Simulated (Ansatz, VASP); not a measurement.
# One calculation of Eu, two programs

File POSCAR:

```
Eu
1.0
   -2.2274745855      2.2274745855      2.2274745855
    2.2274745855     -2.2274745855      2.2274745855
    2.2274745855      2.2274745855     -2.2274745855
Eu
1
Direct
    0.0000000000      0.0000000000      0.0000000000
```

File INCAR.step1:

```
PREC = Accurate ; ENCUT = 520
ISMEAR = -1 ; SIGMA = 0.05
LREAL = False ; LASPH = True
NELM = 150 ; ISPIN = 2
MAGMOM = 7.31 ; LMAXMIX = 6
NBANDS = 18 ; GGA = PE
ALGO = Normal ; EDIFF = 1E-4
LWAVE = True ; LCHARG = False
```

INCAR.step2

```
PREC = Accurate ; ENCUT = 520
EDIFF = 1E-7 ; ISMEAR = -1
SIGMA = 0.05 ; LREAL = False
LASPH = True ; NELM = 150
ALGO = Normal ; ISIF = 2
LWAVE = False ; LCHARG = False
ISPIN = 2 ; MAGMOM = 7.31
LORBIT = 11 ; LMAXMIX = 6
METAGGA = R2SCAN ; LMIXTAU = True
NBANDS = 18 ; ISTART = 1
```

Contents of KPOINTS:

```
regular mesh
0
Gamma
  10 10 10
```

Input for Ansatz:

```yaml
crystal:
  lattice:
    - [-2.2274745855, 2.2274745855, 2.2274745855]
    - [2.2274745855, -2.2274745855, 2.2274745855]
    - [2.2274745855, 2.2274745855, -2.2274745855]
  atoms:
    - { symbol: Eu, position: [0.0, 0.0, 0.0], spin: 7.31 }
hamiltonian:
  xc: r2scan
  pseudopotentials:
    kind: paw
    azcp:
      Eu: "pseudopotentials/Eu.paw.azcp"
basis:
  ecutwfc: 800
  fft_grid_basis: typed
kpoints:
  mp_grid: { grid: [10, 10, 10], shift: [0, 0, 0] }
magnetization:
  spin_polarized: true
scf:
  occupations: { method: fermi_dirac, width: 0.05 }
  lower_state_search: "off"
output:
  stress: true
```

Alike in both runs: task single point; functional r2SCAN; k mesh 10 × 10 × 10; occupations fermi-dirac, width 0.05 eV; collinear spin.

|  | VASP | Ansatz |
| --- | --- | --- |
| version | VASP 6.6.1 | Ansatz 0.2.0 |
| potentials or method | VASP PAW PBE potentials, release 64 (Eu), cutoff 520 eV | plane waves (800 eV) with PAW, scalar-relativistic |
| valence electrons in the cell | 17 | 17 |

Ansatz gave:

| Quantity | Value |
| --- | --- |
| pressure (GPa) | 0.0 |
| net moment per atom (μB) | 7.85 |
| size of the moment on the site where the two differ most (μB) | 7.30 |

Question: Estimate VASP's values.

Answer: Pressure (GPa): -0.4; net moment per atom (μB): 7.70; size of the moment on the site where the two differ most (μB): 6.69.

The net moments are unlike, so the other rows may belong to different states. VASP's potentials were made for PBE, not for r2SCAN. Site moments also hang on the region over which each program counts them. Ansatz's warnings: stability check not made.

Spin-orbit coupling is off throughout.
